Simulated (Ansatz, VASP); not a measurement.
Two plane-wave programs on Ni

```
Ni
1.0
    -1.39624    1.39624    1.39624
     1.39624   -1.39624    1.39624
     1.39624    1.39624   -1.39624
Ni
1
Direct
  0.00000 0.00000 0.00000
```

Alike in both runs: functional PBE; k mesh 28 × 28 × 28; occupations gaussian, width 0.1 eV; no spin polarisation.

Ansatz relaxed the structure, and its values are those at the end. VASP's run is a single point on that final structure, the one shown.

```csv
,VASP,Ansatz
version,VASP 6.6.1,Ansatz 0.2.0
potentials or method,"VASP PAW PBE potentials, release 64 (Ni), cutoff 520 eV","scalar-relativistic, plane waves, PAW"
valence electrons in the cell,10,18
```

|  | VASP | Ansatz | Ansatz less VASP |
| --- | --- | --- | --- |
| gap on the k mesh at the Fermi level (eV) | none | none | - |
| pressure (GPa) | 0.0 | 0.0 | 0.00 |

A gap of «none» marks a metal or a gap that the smearing closes. VASP's potentials hold 10 valence electrons a cell and Ansatz's 18, so a difference there can come from the potentials and not from the codes.
